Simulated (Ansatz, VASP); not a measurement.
AlN: VASP beside Ansatz

Contents of INCAR:

```
  PREC = Accurate
  ENCUT = 600
  EDIFF = 1E-6
  ISMEAR = 0
  SIGMA = 0.02
  LREAL = False
  LASPH = True
  NELM = 120
  ALGO = Normal
  ISIF = 2
  LWAVE = False
  LCHARG = True
  GGA = CA
  LELF = True
  LVHAR = True
  NBANDS = 11
  GGA_COMPAT = False
```

KPOINTS

```
Automatic mesh
0
Gamma
  10 10 10
```

The input POSCAR:

```
AlN
1.0
    0.0000000000      2.1328869453      2.1328869453
    2.1328869453      0.0000000000      2.1328869453
    2.1328869453      2.1328869453      0.0000000000
Al N
1 1
Direct
    0.5000000000      0.5000000000      0.5000000000
    0.0000000000      0.0000000000      0.0000000000
```

Input for Ansatz:

```yaml
crystal:
  lattice:
    - [0.0, 2.1328869453, 2.1328869453]
    - [2.1328869453, 0.0, 2.1328869453]
    - [2.1328869453, 2.1328869453, 0.0]
  atoms:
    - { symbol: Al, position: [0.5, 0.5, 0.5] }
    - { symbol: "N", position: [0.0, 0.0, 0.0] }
basis:
  ecutwfc: 420
kpoints:
  mp_grid: { grid: [10, 10, 10] }
hamiltonian:
  xc: lda
scf:
  occupations: { method: gaussian, width: 0.02 }
output:
  forces: true
  stress: true
  eigenvalues: true
```

Alike in both runs: task single point; functional LDA; k mesh 10 × 10 × 10; occupations gaussian, width 0.02 eV; no spin polarisation.

|  | VASP | Ansatz |
| --- | --- | --- |
| version | VASP 6.6.1 | Ansatz 0.2.0 |
| potentials or method | VASP PAW LDA potentials, release 64 (Al, N), cutoff 600 eV | scalar-relativistic, plane waves, PAW |
| valence electrons in the cell | 8 | 8 |

```tsv
	VASP	Ansatz	Ansatz less VASP
gap on the k mesh at the Fermi level (eV)	3.03	3.04	+0.005
least direct gap on the mesh (eV)	3.63	3.62	-0.016
pressure (GPa)	-35.1	-35.3	-0.17
```

LDA's correlation is that of Perdew and Zunger in VASP and of Perdew and Wang (1992) in Ansatz. Both programs put the cell under strong tension, so it lies far from rest at this level.

Noted on VASP's run: the cell as given lies far from equilibrium.
